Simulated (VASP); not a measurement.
# LaFePO (P4/nmm) in VASP: single point with PBEsol

Aim: the single point of LaFePO with PBEsol.

Everything below comes from runs of VASP 6.6.1. Logs are shortened: lines on timing, memory, paths and dates and some standing lists are left out, and cuts for length are marked.

### Step 1. The cell of the first run

The structure is tetragonal, space group P4/nmm (No. 129). The conventional cell has a = 4.149 Å, b = 4.149 Å, c = 9.263 Å, α = 90.00°, β = 90.00°, γ = 90.00°. Within 3.2 Å of La (site symmetry 4mm) lie 4 O at 2.42 Å. Fe (site symmetry -4m2) has 4 P at 2.58 Å and 4 Fe at 2.93 Å within 3.4 Å. Within 3.4 Å of P (site symmetry 4mm) lie 4 Fe at 2.58 Å. Within 3.2 Å of O (site symmetry -4m2) lie 4 La at 2.42 Å and 4 O at 2.93 Å.

### Step 2. Single point, PBEsol, collinear spin, ferromagnetic start

INCAR reads:

```
ALGO = Normal
EDIFF = 1E-6
ENCUT = 520
GGA = PS
ISIF = 2
ISMEAR = -1
ISPIN = 2
LASPH = T
LCHARG = F
LMAXMIX = 6
LORBIT = 11
LREAL = F
LWAVE = F
MAGMOM = 0 0 3.5 3.5 0 0 0 0
NBANDS = 44
NELM = 150
PREC = Accurate
SIGMA = 0.1
```

KPOINTS reads:

```
k-points
0
Gamma
  7 7 3
```

POSCAR reads:

```
LaFePO
1.0
    4.1486822209      0.0000000000      0.0000000000
    0.0000000000      4.1486822209      0.0000000000
    0.0000000000      0.0000000000      9.2631620994
La Fe P O
2 2 2 2
Direct
    0.5000000000      0.0000000000      0.1351500000
    0.0000000000      0.5000000000      0.8648500000
    0.0000000000      0.0000000000      0.5000000000
    0.5000000000      0.5000000000      0.5000000000
    0.5000000000      0.0000000000      0.6657500000
    0.0000000000      0.5000000000      0.3342500000
    0.0000000000      0.0000000000      0.0000000000
    0.5000000000      0.5000000000      0.0000000000
```

Potentials or basis: VASP PAW PBE potentials, release 64 (La, Fe, P, O).

On the command line:

```bash
> cat potpaw_PBE.64/La/POTCAR potpaw_PBE.64/Fe/POTCAR potpaw_PBE.64/P/POTCAR potpaw_PBE.64/O/POTCAR > POTCAR
> mpirun -np 1 vasp_std > vasp.out
```

OUTCAR:

```text
EDIFF = 1E-6
   ENCUT = 520
   GGA = PS
   ISIF = 2
   ISMEAR = -1
   ISPIN = 2
   LASPH = T
   LORBIT = 11
   LREAL = F
   NELM = 150
   PREC = Accurate

 ion  position               nearest neighbor table
   1  0.500  0.000  0.135-   7 2.42   8 2.42   8 2.42   7 2.42
   2  0.000  0.500  0.865-   7 2.42   8 2.42   7 2.42   8 2.42
   3  0.000  0.000  0.500-   5 2.58   6 2.58   6 2.58   5 2.58   4 2.93   4 2.93   4 2.93   4 2.93

   4  0.500  0.500  0.500-   5 2.58   6 2.58   5 2.58   6 2.58   3 2.93   3 2.93   3 2.93   3 2.93

   5  0.500  0.000  0.666-   3 2.58   4 2.58   4 2.58   3 2.58
   6  0.000  0.500  0.334-   3 2.58   4 2.58   3 2.58   4 2.58
   7  0.000  0.000  0.000-   1 2.42   2 2.42   2 2.42   1 2.42
   8  0.500  0.500  0.000-   1 2.42   2 2.42   1 2.42   2 2.42

  LATTYP: Found a simple tetragonal cell.
 ALAT       =     4.1486822209
 C/A-ratio  =     2.2327962486

  Lattice vectors:

 A1 = (   4.1486822209,   0.0000000000,   0.0000000000)
 A2 = (   0.0000000000,   4.1486822209,   0.0000000000)
 A3 = (   0.0000000000,   0.0000000000,   9.2631620994)

Analysis of symmetry for initial positions (statically):
=====================================================================
 Subroutine PRICEL returns:
 Original cell was already a primitive cell.

 Routine SETGRP: Setting up the symmetry group for a
 simple tetragonal supercell.

 Subroutine GETGRP returns: Found 16 space group operations
 (whereof  8 operations were pure point group operations)
 out of a pool of 16 trial point group operations.

The static configuration has the point symmetry D_2d.
 The point group associated with its full space group is D_4h.

Analysis of symmetry for dynamics (positions and initial velocities):
=====================================================================
 Subroutine PRICEL returns:
 Original cell was already a primitive cell.

 Routine SETGRP: Setting up the symmetry group for a
 simple tetragonal supercell.

 Subroutine GETGRP returns: Found 16 space group operations
 (whereof  8 operations were pure point group operations)
 out of a pool of 16 trial point group operations.

The dynamic configuration has the point symmetry D_2d.
 The point group associated with its full space group is D_4h.

Analysis of structural, dynamic, and magnetic symmetry:
=====================================================================
 Subroutine PRICEL returns:
 Original cell was already a primitive cell.

 Routine SETGRP: Setting up the symmetry group for a
 simple tetragonal supercell.

 Subroutine GETGRP returns: Found 16 space group operations
 (whereof  8 operations were pure point group operations)
 out of a pool of 16 trial point group operations.

The overall configuration has the point symmetry D_2d.
 The point group associated with its full space group is D_4h.

 Subroutine INISYM returns: Found 16 space group operations
 (whereof  8 operations are pure point group operations),
 and found     1 'primitive' translations

----------------------------------------------------------------------------------------

                                     Primitive cell

  volume of cell :     159.4335

  direct lattice vectors                    reciprocal lattice vectors
     4.148682221  0.000000000  0.000000000     0.241040395  0.000000000  0.000000000
     0.000000000  4.148682221  0.000000000     0.000000000  0.241040395  0.000000000
     0.000000000  0.000000000  9.263162099     0.000000000  0.000000000  0.107954496

  length of vectors
     4.148682221  4.148682221  9.263162099     0.241040395  0.241040395  0.107954496

  position of ions in fractional coordinates (direct lattice)
     0.500000000  0.000000000  0.135150000
     0.000000000  0.500000000  0.864850000
     0.000000000  0.000000000  0.500000000
     0.500000000  0.500000000  0.500000000
     0.500000000  0.000000000  0.665750000
     0.000000000  0.500000000  0.334250000
     0.000000000  0.000000000  0.000000000
     0.500000000  0.500000000  0.000000000

  ion indices of the primitive-cell ions
[... 62 lines left out ...]
   dimension x,y,z NGXF=    64 NGYF=   64 NGZF=  140
   ions per type =               2   2   2   2
   NGX,Y,Z   is equivalent  to a cutoff of  12.82, 12.82, 12.56 a.u.
   NGXF,Y,Z  is equivalent  to a cutoff of  25.65, 25.65, 25.13 a.u.
 SYSTEM =  unknown system
   PREC   = accura    normal or accurate (medium, high low for compatibility)
   ISTART =      0    job   : 0-new  1-cont  2-samecut
   ICHARG =      2    charge: 1-file 2-atom 10-const
   ISPIN  =      2    spin polarized calculation?
   LNONCOLLINEAR =      F non collinear calculations
   LSORBIT =      F    spin-orbit coupling
   LASPH  =      T    aspherical Exc in radial PAW
   ENCUT  =  520.0 eV  38.22 Ry    6.18 a.u.   7.71  7.71 17.22*2*pi/ulx,y,z
   NELM   =    150;   NELMIN=  2; NELMDL= -5     # of ELM steps
   EDIFF  = 0.1E-05   stopping-criterion for ELM
   LREAL  =      F    real-space projection
   EDIFFG = 0.1E-04   stopping-criterion for IOM
   NSW    =      0    number of steps for IOM
   IBRION =     -1    ionic relax: 0-MD 1-quasi-New 2-CG
   NFREE  =      0    steps in history (QN), initial steepest desc. (CG)
   ISIF   =      2    stress and relaxation
   ISYM   =      2    0-nonsym 1-usesym 2-fastsym
   POTIM  = 0.5000    time-step for ionic-motion
   TEBEG  =    0.0;   TEEND  =   0.0 temperature during run
   PSTRESS=    0.0 pullay stress
   NELECT =      60.0000    total number of electrons
   NUPDOWN=      -1.0000    fix difference up-down
   EMIN   =  10.00;   EMAX   =-10.00  energy-range for DOS
   EFERMI =   0.00;   METHOD = LEGACY
   ISMEAR =    -1;   SIGMA  =   0.10  broadening in eV -4-tet -1-fermi 0-gaus
   EFERMI_NEDOS =   21; number of points for ismear=-14 and -15
   IALGO  =     38    algorithm
   IMIX   =      4    mixing-type and parameters
     AMIX     =   0.40;   BMIX     =  1.00
     AMIX_MAG =   1.60;   BMIX_MAG =  1.00
  volume/ion in A,a.u.               =      19.93       134.49
  Fermi-wavevector in a.u.,A,eV,Ry     =   1.181949  2.233560 19.007384  1.397003
  Thomas-Fermi vector in A             =   2.318213
   LORBIT       =     11    0 simple, 1 ext, 2 COOP (PROOUT), +10 PAW based schemes
   GGA     = PS    functional components
   LHFCALC =     F    Hartree Fock is set to
   AEXX    =    0.0000 exact exchange contribution
   IVDW    =     0    specifies the selected vdW correction
   LEPSILON=     F    determine dielectric tensor
   LRPA    =     F    only Hartree local field effects (RPA)
 spin polarized calculation
  energy-cutoff  :      520.00
  volume of cell :      159.43
 maximum number of plane-waves:      4316
 NGX is ok and might be reduce to    32
   NGX = 15   NGY = 15   NGZ = 35

 number of electron      60.0000005 magnetization       6.3777641

 Free energy of the ion-electron system (eV)
  ---------------------------------------------------
  ext. energy  EPLUGINS =         0.00000000
  ---------------------------------------------------
  free energy    TOTEN  =       -63.48702440 eV

  energy without entropy =      -63.29030123  energy(sigma->0) =      -63.38866282

 E-fermi :   5.6352     XC(G=0): -10.2149

 val. band max:        5.6278732039   @ k =   0.1429   0.1429   0.3333
 cond. band min:       5.6403950211   @ k =   0.1429   0.1429   0.0000
 fundamental gap:      0.0125218173
 Fermi energy:         5.6351655253

 spin component 1

 k-point     1 :       0.0000    0.0000    0.0000
  band No.  band energies     occupation
      1     -26.4056      1.00000
      2     -26.2462      1.00000
      3     -13.0872      1.00000
      4     -11.7740      1.00000
      5     -10.2084      1.00000
      6     -10.2084      1.00000
[... 889 lines left out ...]
     41       8.6053      0.00000
     42       8.6375      0.00000
 Fermi energy:         5.6351655253

 spin component 2

 k-point     1 :       0.0000    0.0000    0.0000
  band No.  band energies     occupation
      1     -26.3959      1.00000
      2     -26.2363      1.00000
      3     -13.0795      1.00000
      4     -11.7640      1.00000
      5     -10.1969      1.00000
      6     -10.1969      1.00000
[... 889 lines left out ...]
     41       8.7011      0.00000
     42       8.7174      0.00000
 [bands above 42 left out]

------------------------ aborting loop because EDIFF is reached ----------------------------------------

  FORCE on cell =-STRESS in cart. coord.  units (eV):
  Direction    XX          YY          ZZ          XY          YZ          ZX
  --------------------------------------------------------------------------------------
  -------------------------------------------------------------------------------------
  Total      -14.9796380    -14.9796380    -13.1963984      0.0000000      0.0000000      0.0000000
  in kB     -150.5332012   -150.5332012   -132.6130910      0.0000000      0.0000000      0.0000000
  external PRESSURE =    -144.5598312 kB  Pullay stress =       0.0000000 kB

 VOLUME and BASIS-vectors are now :
 -----------------------------------------------------------------------------
  energy-cutoff  :      520.00
  volume of cell :      159.43
      direct lattice vectors                 reciprocal lattice vectors
     4.148682221  0.000000000  0.000000000     0.241040395  0.000000000  0.000000000
     0.000000000  4.148682221  0.000000000     0.000000000  0.241040395  0.000000000
     0.000000000  0.000000000  9.263162099     0.000000000  0.000000000  0.107954496

 POSITION                                       TOTAL-FORCE (eV/Angst)
 -----------------------------------------------------------------------------------
      2.07434      0.00000      1.25192         0.000000      0.000000     -0.701647
      0.00000      2.07434      8.01125        -0.000000      0.000000      0.701647
      0.00000      0.00000      4.63158         0.000000      0.000000      0.000000
      2.07434      2.07434      4.63158        -0.000000     -0.000000      0.000000
      2.07434      0.00000      6.16695         0.000000     -0.000000     -1.724021
      0.00000      2.07434      3.09621        -0.000000     -0.000000      1.724021
      0.00000      0.00000      0.00000         0.000000      0.000000      0.000000
      2.07434      2.07434      0.00000         0.000000     -0.000000      0.000000
 -----------------------------------------------------------------------------------
    total drift:                                0.000000     -0.000000      0.000000

  FREE ENERGIE OF THE ION-ELECTRON SYSTEM (eV)
  ---------------------------------------------------
  free  energy   TOTEN  =       -63.4870244036 eV

  energy  without entropy=      -63.2903012285  energy(sigma->0) =      -63.38866282

 total charge

# of ion       s       p       d       f       tot
--------------------------------------------------
    1        2.028   5.655   0.601   0.211   8.495
    2        2.028   5.655   0.601   0.211   8.495
    3        0.338   0.335   6.065   0.000   6.738
    4        0.338   0.335   6.065   0.000   6.738
    5        1.033   1.381   0.000   0.000   2.414
    6        1.033   1.381   0.000   0.000   2.414
    7        1.562   3.416   0.000   0.000   4.978
    8        1.562   3.416   0.000   0.000   4.978
--------------------------------------------------
tot          9.921  21.575  13.332   0.422  45.249

 magnetization (x)

# of ion       s       p       d       f       tot
--------------------------------------------------
    1        0.001   0.000   0.006   0.009   0.017
    2        0.001   0.000   0.006   0.009   0.017
    3        0.024   0.030   2.929   0.000   2.984
    4        0.024   0.030   2.929   0.000   2.984
    5        0.005   0.021   0.000   0.000   0.027
    6        0.005   0.021   0.000   0.000   0.027
    7        0.000   0.005   0.000   0.000   0.005
    8        0.000   0.005   0.000   0.000   0.005
--------------------------------------------------
tot          0.062   0.113   5.871   0.018   6.065
```

Run time: 16 min. Hardware: 1 thread of Oxide Virtual Turin-like, shared host; peak memory 0.43 GiB.

What came out:

```yaml
Free_energy: -63.4870 eV
Pressure: -14.5 GPa
Largest_force: 1.724 eV/Å
Net_moment: 6.38 μB per cell
Site_moments: La +0.02; Fe +2.98; P +0.03; O +0.01 μB
Valence_electrons_inside_the_program's_atomic_spheres: La 8.49; Fe 6.74; P 2.41; O 4.98
```

Forces in eV/Å, atoms in the order of the input:
```
La   0.000  0.000 -0.702
La   0.000  0.000  0.702
Fe   0.000  0.000  0.000
Fe   0.000  0.000  0.000
P    0.000  0.000 -1.724
P    0.000  0.000  1.724
O    0.000  0.000  0.000
O    0.000  0.000  0.000
```

Caveat: the PAW data sets were made with another functional, which shifts forces and pressure a little; spin-orbit coupling is left out, which moves the levels of the heavy elements; only a ferromagnetic start was run, and an antiferromagnetic order may lie lower in energy. With open d or f shells a metallic result of PBEsol can be an artefact of self-interaction; +U or a hybrid may open a gap.
